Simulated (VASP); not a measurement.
# BaTiO3 (Pm-3m) in VASP: a series of runs

Runs on BaTiO3. Level: PBE+U. Tasks: single point.

Program: VASP 6.6.1. These are calculated values, not measurements. Logs are shortened: lines on timing, memory, paths and dates and some standing lists are left out, and cuts for length are marked.

## (1) The cell of the first run

Symmetry: Pm-3m, No. 221, cubic system. The conventional cell has a = 4.006 Å, b = 4.006 Å, c = 4.006 Å, α = 90.00°, β = 90.00°, γ = 90.00°. Within 3.7 Å of Ba (site symmetry m-3m) lie 12 O at 2.83 Å and 8 Ti at 3.47 Å. Ti (site symmetry m-3m) has 6 O at 2.00 Å within 2.7 Å. O (site symmetry 4/mmm) has 2 Ti at 2.00 Å within 2.7 Å.

## (2) Single point, PBE+U

Contents of INCAR:

```
SYSTEM = BaTiO3
  PREC = Accurate
  ENCUT = 520
  EDIFF = 1E-7
  ISMEAR = 0
  SIGMA = 0.01
  LREAL = .False.
  LASPH = .True.
  NELM = 150
  ALGO = Normal
  ISIF = 2
  LWAVE = .False.
  LCHARG = .True.
  LMAXMIX = 4
  LDAU = .True.
  LDAUTYPE = 2
  LDAUL = -1 2 -1
  LDAUU = 0 1 0
  LDAUJ = 0 0 0
  LDAUPRINT = 1
  GGA = PE
  LELF = .True.
  LVHAR = .True.
  NBANDS = 28
```

Contents of KPOINTS:

```
regular mesh
0
Gamma
  6 6 6
  0 0 0
```

Contents of POSCAR:

```
BaTiO3
1.0
    4.0060000000      0.0000000000      0.0000000000
    0.0000000000      4.0060000000      0.0000000000
    0.0000000000      0.0000000000      4.0060000000
Ba Ti O
1 1 3
Direct
    0.5000000000      0.5000000000      0.5000000000
    0.0000000000      0.0000000000      0.0000000000
    0.5000000000      0.0000000000      0.0000000000
    0.0000000000      0.5000000000      0.0000000000
    0.0000000000      0.0000000000      0.5000000000
```

Potentials or basis: VASP PAW PBE potentials, release 64 (Ba_sv, Ti_sv, O).

Command:

```
$ cat potpaw_PBE.64/Ba_sv/POTCAR potpaw_PBE.64/Ti_sv/POTCAR potpaw_PBE.64/O/POTCAR > POTCAR
$ mpirun -np 1 vasp_std > vasp.out
```

OUTCAR:

```text
SYSTEM = BaTiO3
   PREC = Accurate
   ENCUT = 520
   EDIFF = 1E-7
   ISMEAR = 0
   LREAL = .False.
   LASPH = .True.
   NELM = 150
   ISIF = 2
   GGA = PE

 ion  position               nearest neighbor table
   1  0.500  0.500  0.500-   3 2.83   4 2.83   5 2.83   3 2.83   4 2.83   3 2.83   5 2.83   3 2.83
                             4 2.83   5 2.83   4 2.83   5 2.83   2 3.47   2 3.47   2 3.47   2 3.47
   2  0.000  0.000  0.000-   3 2.00   4 2.00   5 2.00   5 2.00   4 2.00   3 2.00   1 3.47   1 3.47
                             1 3.47   1 3.47   1 3.47   1 3.47   1 3.47   1 3.47
   3  0.500  0.000  0.000-   2 2.00   2 2.00   1 2.83   1 2.83   1 2.83   1 2.83
   4  0.000  0.500  0.000-   2 2.00   2 2.00   1 2.83   1 2.83   1 2.83   1 2.83
   5  0.000  0.000  0.500-   2 2.00   2 2.00   1 2.83   1 2.83   1 2.83   1 2.83

  LATTYP: Found a simple cubic cell.
 ALAT       =     4.0060000000

  Lattice vectors:

 A1 = (   4.0060000000,   0.0000000000,   0.0000000000)
 A2 = (   0.0000000000,   4.0060000000,   0.0000000000)
 A3 = (   0.0000000000,   0.0000000000,   4.0060000000)

Analysis of symmetry for initial positions (statically):
=====================================================================
 Subroutine PRICEL returns:
 Original cell was already a primitive cell.

 Routine SETGRP: Setting up the symmetry group for a
 simple cubic supercell.

 Subroutine GETGRP returns: Found 48 space group operations
 (whereof 48 operations were pure point group operations)
 out of a pool of 48 trial point group operations.

The static configuration has the point symmetry O_h .

Analysis of symmetry for dynamics (positions and initial velocities):
=====================================================================
 Subroutine PRICEL returns:
 Original cell was already a primitive cell.

 Routine SETGRP: Setting up the symmetry group for a
 simple cubic supercell.

 Subroutine GETGRP returns: Found 48 space group operations
 (whereof 48 operations were pure point group operations)
 out of a pool of 48 trial point group operations.

The dynamic configuration has the point symmetry O_h .

 Subroutine INISYM returns: Found 48 space group operations
 (whereof 48 operations are pure point group operations),
 and found     1 'primitive' translations

----------------------------------------------------------------------------------------

                                     Primitive cell

  volume of cell :      64.2884

  direct lattice vectors                    reciprocal lattice vectors
     4.006000000  0.000000000  0.000000000     0.249625562  0.000000000  0.000000000
     0.000000000  4.006000000  0.000000000     0.000000000  0.249625562  0.000000000
     0.000000000  0.000000000  4.006000000     0.000000000  0.000000000  0.249625562

  length of vectors
     4.006000000  4.006000000  4.006000000     0.249625562  0.249625562  0.249625562

  position of ions in fractional coordinates (direct lattice)
     0.500000000  0.500000000  0.500000000
     0.000000000  0.000000000  0.000000000
     0.500000000  0.000000000  0.000000000
     0.000000000  0.500000000  0.000000000
     0.000000000  0.000000000  0.500000000

  ion indices of the primitive-cell ions
   primitive index   ion index
                 1           1
                 2           2
                 3           3
                 4           4
                 5           5

----------------------------------------------------------------------------------------

 KPOINTS: regular mesh

Automatic generation of k-mesh.
 Grid dimensions read from file:
 generate k-points for:    6    6    6

 Generating k-lattice:

  Cartesian coordinates                     Fractional coordinates (reciprocal lattice)
     0.041604260  0.000000000  0.000000000     0.166666667  0.000000000  0.000000000
     0.000000000  0.041604260  0.000000000     0.000000000  0.166666667  0.000000000
     0.000000000  0.000000000  0.041604260     0.000000000  0.000000000  0.166666667

  Length of vectors
     0.041604260  0.041604260  0.041604260

  Shift w.r.t. Gamma in fractional coordinates (k-lattice)
     0.000000000  0.000000000  0.000000000

 Subroutine IBZKPT returns following result:
 ===========================================

 Found     20 irreducible k-points:

 Following reciprocal coordinates:
            Coordinates               Weight
  0.000000  0.000000  0.000000      1.000000
  0.166667  0.000000  0.000000      6.000000
  0.333333  0.000000  0.000000      6.000000
  0.500000  0.000000  0.000000      3.000000
  0.166667  0.166667  0.000000     12.000000
  0.333333  0.166667  0.000000     24.000000
[... 12 lines left out ...]
  0.500000  0.500000  0.333333      6.000000
  0.500000  0.500000  0.500000      1.000000
   k-points           NKPTS =     20   k-points in BZ     NKDIM =     20   number of bands    NBANDS=     28
   number of dos      NEDOS =    301   number of ions     NIONS =      5
[... 83 lines left out ...]
  o =  0.1185  v =  0.0000 -0.4842  0.0000  0.8749 -0.0000  0.0000  0.0000  0.0000  0.0000  0.0000      0.0000  0.0000  0.0000  0.0000  0.0000  0.0000  0.0000  0.0000  0.0000  0.0000
  o =  0.1185  v =  0.0000  0.0000  0.0000  0.0000  0.0000  0.0000 -0.4842  0.0000  0.8749 -0.0000      0.0000  0.0000  0.0000  0.0000  0.0000  0.0000  0.0000  0.0000  0.0000  0.0000
  o =  0.1185  v =  0.0000  0.0000  0.0000  0.0000  0.0000  0.0000 -0.8749  0.0000 -0.4842 -0.0000      0.0000  0.0000  0.0000  0.0000  0.0000  0.0000  0.0000  0.0000  0.0000  0.0000
  o =  0.1185  v =  0.0000 -0.8749  0.0000 -0.4842 -0.0000  0.0000  0.0000  0.0000  0.0000  0.0000      0.0000  0.0000  0.0000  0.0000  0.0000  0.0000  0.0000  0.0000  0.0000  0.0000
  o =  0.2434  v =  0.0000  0.0000  0.0000  0.0000  0.0000  0.0000 -0.0000 -1.0000 -0.0000 -0.0019      0.0000  0.0000  0.0000  0.0000  0.0000  0.0000  0.0000  0.0000  0.0000  0.0000
  o =  0.2434  v =  0.0000 -0.0000 -1.0000 -0.0000 -0.0019  0.0000  0.0000  0.0000  0.0000  0.0000      0.0000  0.0000  0.0000  0.0000  0.0000  0.0000  0.0000  0.0000  0.0000  0.0000
  o =  0.2434  v =  0.0000  0.0000  0.0000  0.0000  0.0000  0.0000  0.0000  0.0019 -0.0000 -1.0000      0.0000  0.0000  0.0000  0.0000  0.0000  0.0000  0.0000  0.0000  0.0000  0.0000
  o =  0.2434  v =  0.0000  0.0000  0.0019 -0.0000 -1.0000  0.0000  0.0000  0.0000  0.0000  0.0000      0.0000  0.0000  0.0000  0.0000  0.0000  0.0000  0.0000  0.0000  0.0000  0.0000

 number of electron      39.9999976 magnetization

 Free energy of the ion-electron system (eV)
  ---------------------------------------------------
  ext. energy  EPLUGINS =         0.00000000
  ---------------------------------------------------
  free energy    TOTEN  =       -39.28181241 eV

  energy without entropy =      -39.28181241  energy(sigma->0) =      -39.28181241

 E-fermi :   3.9401     XC(G=0): -11.2483

 val. band max:        3.8486678520   @ k =   0.5000   0.5000   0.5000
 cond. band min:       5.6965300966   @ k =   0.0000   0.0000   0.0000
 fundamental gap:      1.8478622445
 Fermi energy:         3.9400893846

 k-point     1 :       0.0000    0.0000    0.0000
  band No.  band energies     occupation
      1     -53.0736      2.00000
      2     -29.2706      2.00000
      3     -29.2706      2.00000
      4     -29.2706      2.00000
      5     -20.9725      2.00000
      6     -13.0536      2.00000
[... 20 lines left out ...]
     27       8.8889      0.00000
     28      11.1829      0.00000

 k-point     2 :       0.1667    0.0000    0.0000
  band No.  band energies     occupation
      1     -53.0734      2.00000
      2     -29.2831      2.00000
      3     -29.2702      2.00000
      4     -29.2702      2.00000
      5     -20.9436      2.00000
      6     -13.0731      2.00000
[... 20 lines left out ...]
     27       9.4226      0.00000
     28      11.8386      0.00000

 k-point     3 :       0.3333    0.0000    0.0000
  band No.  band energies     occupation
      1     -53.0729      2.00000
      2     -29.3079      2.00000
      3     -29.2692      2.00000
      4     -29.2692      2.00000
      5     -20.8846      2.00000
      6     -13.1921      2.00000
[... 492 lines left out ...]
      3     -29.3153      2.00000
      4     -29.3028      2.00000
      5     -20.7289      2.00000
      6     -12.2886      2.00000
[... 20 lines left out ...]
     27      11.1977      0.00000
     28      11.4792      0.00000

 k-point    20 :       0.5000    0.5000    0.5000
  band No.  band energies     occupation
      1     -53.0707      2.00000
      2     -29.3147      2.00000
      3     -29.3147      2.00000
      4     -29.3147      2.00000
      5     -20.7123      2.00000
      6     -12.1454      2.00000
[... 20 lines left out ...]
     27      11.4793      0.00000
     28      11.4793      0.00000

------------------------ aborting loop because EDIFF is reached ----------------------------------------

  FORCE on cell =-STRESS in cart. coord.  units (eV):
  Direction    XX          YY          ZZ          XY          YZ          ZX
  --------------------------------------------------------------------------------------
  -------------------------------------------------------------------------------------
  Total        1.6806048      1.6806048      1.6806048      0.0000000      0.0000000     -0.0000000
  in kB       41.8835367     41.8835367     41.8835367      0.0000000      0.0000000     -0.0000000
  external PRESSURE =      41.8835367 kB  Pullay stress =       0.0000000 kB

 VOLUME and BASIS-vectors are now :
 -----------------------------------------------------------------------------
  energy-cutoff  :      520.00
  volume of cell :       64.29
      direct lattice vectors                 reciprocal lattice vectors
     4.006000000  0.000000000  0.000000000     0.249625562  0.000000000  0.000000000
     0.000000000  4.006000000  0.000000000     0.000000000  0.249625562  0.000000000
     0.000000000  0.000000000  4.006000000     0.000000000  0.000000000  0.249625562

 POSITION                                       TOTAL-FORCE (eV/Angst)
 -----------------------------------------------------------------------------------
      2.00300      2.00300      2.00300         0.000000      0.000000      0.000000
      0.00000      0.00000      0.00000         0.000000      0.000000      0.000000
      2.00300      0.00000      0.00000         0.000000      0.000000      0.000000
      0.00000      2.00300      0.00000         0.000000      0.000000      0.000000
      0.00000      0.00000      2.00300         0.000000      0.000000      0.000000
 -----------------------------------------------------------------------------------
    total drift:                                0.000000     -0.000000      0.000000

  FREE ENERGIE OF THE ION-ELECTRON SYSTEM (eV)
  ---------------------------------------------------
  free  energy   TOTEN  =       -39.2818124144 eV

  energy  without entropy=      -39.2818124144  energy(sigma->0) =      -39.28181241
```

Run time: 69 s. Hardware: 1 thread of Intel Xeon 8259CL, shared host; peak memory 0.19 GiB.

What came out:

| Quantity | Value |
| --- | --- |
| Free energy | -39.2818 eV |
| Pressure | 4.2 GPa |
| Band gap on the k mesh | 1.85 eV (least direct gap 2.01 eV) |

Levels at points of the mesh, in eV from the valence-band top:
| k point | band 18 | band 19 | band 20 | band 21 | band 22 | band 23 |
| --- | --- | --- | --- | --- | --- | --- |
| (0.00, 0.00, 0.00) | -0.16 | -0.16 | -0.16 | 1.85 | 1.85 | 1.85 |
| (0.50, 0.00, 0.00) | -1.80 | -0.73 | -0.73 | 2.01 | 3.57 | 3.57 |
| (0.50, 0.50, 0.00) | -0.88 | -0.88 | -0.09 | 3.58 | 3.58 | 3.99 |
| (0.50, 0.50, 0.50) | 0.00 | 0.00 | 0.00 | 4.24 | 4.24 | 4.24 |

Eigenvalues of the final occupation matrices:
| site | spin | trace | eigenvalues |
| --- | --- | --- | --- |
| site 2 d | 1 | 0.84 | 0.12 0.12 0.12 0.24 0.24 |
| site 2 d | 2 | 0.84 | 0.12 0.12 0.12 0.24 0.24 |

Caveat: the cell stands under pressure; spin-orbit coupling is left out, which moves the levels of the heavy elements.

## (3) Single point, PBE+U

Contents of INCAR:

```
SYSTEM = BaTiO3
PREC = Accurate
ENCUT = 520
EDIFF = 1E-7
ISMEAR = 0
SIGMA = 0.01
LREAL = .FALSE.
LASPH = .TRUE.
NELM = 150
ALGO = Normal
ISIF = 2
LWAVE = .FALSE.
LCHARG = .FALSE.
LMAXMIX = 4
LDAU = .TRUE.
LDAUTYPE = 2
LDAUL = -1 2 -1
LDAUU = 0 3 0
LDAUJ = 0 0 0
LDAUPRINT = 1
GGA = PE
NBANDS = 28
```

Contents of KPOINTS:

```
regular mesh
0
G
  6 6 6
  0 0 0
```

POSCAR is that of step 2.

Potentials or basis: VASP PAW PBE potentials, release 64 (Ba_sv, Ti_sv, O).

Command:

```
$ cat potpaw_PBE.64/Ba_sv/POTCAR potpaw_PBE.64/Ti_sv/POTCAR potpaw_PBE.64/O/POTCAR > POTCAR
$ mpirun -np 1 vasp_std > vasp.out
```

Run time: 71 s. Hardware: 1 thread of Intel Xeon 8259CL, shared host; peak memory 0.19 GiB.

The run converged. Its results:

| Item | Value |
| --- | --- |
| Free energy | -37.9458 eV |
| Pressure | 5.8 GPa |
| Band gap on the k mesh | 2.08 eV (least direct gap 2.26 eV) |

Levels at points of the mesh, in eV from the valence-band top:
| k point | band 17 | band 18 | band 19 | band 20 | band 21 | band 22 | band 23 | band 24 |
| --- | --- | --- | --- | --- | --- | --- | --- | --- |
| (0.00, 0.00, 0.00) | -1.10 | -0.18 | -0.18 | -0.18 | 2.08 | 2.08 | 2.08 | 3.90 |
| (0.50, 0.00, 0.00) | -1.76 | -1.76 | -0.77 | -0.77 | 2.26 | 3.79 | 3.79 | 3.91 |
| (0.50, 0.50, 0.00) | -1.84 | -0.89 | -0.89 | -0.09 | 3.80 | 3.80 | 4.22 | 4.72 |
| (0.50, 0.50, 0.50) | -2.34 | 0.00 | 0.00 | 0.00 | 4.46 | 4.46 | 4.46 | 6.66 |

Eigenvalues of the final occupation matrices:
```csv
site,spin,trace,eigenvalues
site 2 d,1,0.80,0.11 0.11 0.11 0.24 0.24
site 2 d,2,0.80,0.11 0.11 0.11 0.24 0.24
```

Caveat: the cell stands under pressure; spin-orbit coupling is left out, which moves the levels of the heavy elements. A k mesh can miss the band edges.

## (4) Single point, PBE+U

Contents of INCAR:

```
ALGO     = Normal         # electronic algorithm
EDIFF    = 1E-6           # SCF threshold, eV
ENCUT    = 520            # plane-wave cutoff, eV
GGA      = PE             # functional
ISIF     = 2              # what is computed and relaxed
ISMEAR   = 0              # smearing method
LASPH    = T              # aspherical terms in the spheres
LCHARG   = F              # write CHGCAR
LDAU     = T              # DFT+U
LDAUJ    = 0 0 0        
LDAUL    = -1 2 -1        # shell
LDAUPRINT= 1            
LDAUTYPE = 2            
LDAUU    = 0 5 0          # U, eV
LMAXMIX  = 4              # l up to which the mixer works
LREAL    = F              # projectors in reciprocal space
LWAVE    = F              # write WAVECAR
NBANDS   = 28             # bands
NELM     = 150            # most SCF steps
PREC     = Accurate       # precision mode
SIGMA    = 0.01           # smearing width, eV
```

Contents of KPOINTS:

```
k-points
0
Gamma
  6 6 6
```

POSCAR is that of step 3.

Command:

```
$ cat potpaw_PBE.64/Ba_sv/POTCAR potpaw_PBE.64/Ti_sv/POTCAR potpaw_PBE.64/O/POTCAR > POTCAR
$ mpirun -np 1 vasp_std > vasp.out
```

Wall time 60 s (1 thread of Intel Xeon 8259CL, shared host); peak memory 0.19 GiB.

Results (log left out):

- Free energy: -36.6648 eV
- Pressure: 7.4 GPa
- Band gap on the k mesh: 2.34 eV (least direct gap 2.54 eV)

Levels at points of the mesh, in eV from the valence-band top:
| k point | band 17 | band 18 | band 19 | band 20 | band 21 | band 22 | band 23 | band 24 |
| --- | --- | --- | --- | --- | --- | --- | --- | --- |
| (0.00, 0.00, 0.00) | -1.10 | -0.20 | -0.20 | -0.20 | 2.34 | 2.34 | 2.34 | 3.93 |
| (0.50, 0.00, 0.00) | -1.72 | -1.72 | -0.80 | -0.80 | 2.53 | 3.94 | 4.03 | 4.03 |
| (0.50, 0.50, 0.00) | -1.92 | -0.89 | -0.89 | -0.09 | 4.05 | 4.05 | 4.48 | 4.72 |
| (0.50, 0.50, 0.50) | -2.29 | 0.00 | 0.00 | 0.00 | 4.71 | 4.71 | 4.71 | 6.62 |

Eigenvalues of the final occupation matrices:
```tsv
site	spin	trace	eigenvalues
site 2 d	1	0.77	0.10 0.10 0.10 0.23 0.23
site 2 d	2	0.77	0.10 0.10 0.10 0.23 0.23
```

Caveat: the cell stands under pressure; spin-orbit coupling is left out, which moves the levels of the heavy elements. A k mesh can miss the band edges.

## (5) Single point, PBE+U

Contents of INCAR:

```
ALGO = Normal
EDIFF = 1E-7
ENCUT = 520
GGA = PE
ISIF = 2
ISMEAR = 0
LASPH = T
LCHARG = F
LDAU = T
LDAUJ = 0 0 0
LDAUL = -1 2 -1
LDAUPRINT = 1
LDAUTYPE = 2
LDAUU = 0 7 0
LMAXMIX = 4
LREAL = F
LWAVE = F
NBANDS = 28
NELM = 150
PREC = Accurate
SIGMA = 0.01
```

KPOINTS is that of step 4.

POSCAR is that of step 4.

Command:

```
$ cat potpaw_PBE.64/Ba_sv/POTCAR potpaw_PBE.64/Ti_sv/POTCAR potpaw_PBE.64/O/POTCAR > POTCAR
$ mpirun -np 1 vasp_std > vasp.out
```

Run time: 65 s. Hardware: 1 thread of Intel Xeon 8259CL, shared host; peak memory 0.19 GiB.

The run converged. Its results:

```yaml
Free_energy: -35.4394 eV
Pressure: 9.0 GPa
Band_gap_on_the_k_mesh: 2.62 eV (least direct gap 2.84 eV)
```

Levels at points of the mesh, in eV from the valence-band top:
| k point | band 17 | band 18 | band 19 | band 20 | band 21 | band 22 | band 23 | band 24 |
| --- | --- | --- | --- | --- | --- | --- | --- | --- |
| (0.00, 0.00, 0.00) | -1.11 | -0.22 | -0.22 | -0.22 | 2.62 | 2.62 | 2.62 | 3.98 |
| (0.50, 0.00, 0.00) | -1.68 | -1.68 | -0.84 | -0.84 | 2.83 | 3.99 | 4.30 | 4.30 |
| (0.50, 0.50, 0.00) | -2.00 | -0.90 | -0.90 | -0.09 | 4.32 | 4.32 | 4.74 | 4.76 |
| (0.50, 0.50, 0.50) | -2.25 | 0.00 | 0.00 | 0.00 | 4.99 | 4.99 | 4.99 | 6.59 |

Eigenvalues of the final occupation matrices:
| site | spin | trace | eigenvalues |
| --- | --- | --- | --- |
| site 2 d | 1 | 0.73 | 0.09 0.09 0.09 0.23 0.23 |
| site 2 d | 2 | 0.73 | 0.09 0.09 0.09 0.23 0.23 |

Caveat: the cell stands under pressure; spin-orbit coupling is left out, which moves the levels of the heavy elements.

## (6) Overview

```csv
U,gap on the mesh (eV),pressure (GPa)
Ti d U = 1.0 eV,1.85,4.2
Ti d U = 3.0 eV,2.08,5.8
Ti d U = 5.0 eV,2.34,7.4
Ti d U = 7.0 eV,2.62,9.0
```

Alike in all rows: task single point; level PBE+U; potentials or basis VASP PAW PBE potentials, release 64 (Ba_sv, Ti_sv, O); no spin polarisation; cell as given; k mesh 6 × 6 × 6; cutoff (eV) 520; smearing gaussian 0.01 eV.

Caveats: the cell stands under pressure; spin-orbit coupling is left out, which moves the levels of the heavy elements.

Total energies depend on the potentials used, so only differences within one code and one set of settings carry meaning.
